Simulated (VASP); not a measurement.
**WS2: single point with LDA**

Slab: WS2, a slab with vacuum.

```xyz
3
Lattice="3.1835 0.0000 0.0000 -1.5918 2.7570 0.0000 0.0000 0.0000 16.9506" Properties=species:S:1:pos:R:3 pbc="T T T"
W     0.0000    0.0000    0.0000
S     0.0000    1.8380    1.5595
S     0.0000    1.8380   15.3911
```

| Item | Value |
| --- | --- |
| Program | VASP 6.6.1 |
| Task | single point |
| Functional | LDA |
| Potentials or basis | VASP PAW LDA potentials, release 64 (W_sv, S) |
| Cutoff | 520 eV |
| k mesh | 10 × 10 × 2 |
| Occupations | fermi-dirac, width 0.05 eV |
| Spin | no spin polarisation |
| Dipole correction | no |
| Further INCAR settings | ALGO = Normal; EDIFF = 1e-06; NBANDS = 20 |

The largest force is 0.358 eV/Å. The band gap on the k mesh is 1.99 eV, indirect (least direct gap 2.15 eV).

Forces in eV/Å, atoms in the order of the input:
```
W    0.000  0.000  0.000
S    0.000  0.000 -0.358
S    0.000  0.000  0.358
```

Levels at points of the mesh, in eV from the valence-band top:
```tsv
k point	band 9	band 10	band 11	band 12	band 13	band 14	band 15	band 16	band 17	band 18
(0.00, 0.00, 0.00)	-2.87	-2.03	-1.63	-1.63	0.00	2.90	2.90	3.10	3.10	5.03
(0.50, 0.00, 0.00)	-4.38	-3.41	-2.04	-1.22	-0.87	2.82	3.29	4.04	4.78	5.08
(0.00, 0.00, 0.50)	-2.87	-2.03	-1.63	-1.63	0.00	2.90	2.90	3.10	3.10	5.05
(0.50, 0.00, 0.50)	-4.38	-3.41	-2.04	-1.22	-0.87	2.82	3.29	4.04	4.78	5.08
```

Run time: 42 s on 1 thread of Intel(R) Xeon(R) 6975P-C (Granite Rapids) (shared host), peak memory 0.25 GiB.

Caveat: spin-orbit coupling is left out, which moves the levels of the heavy elements.
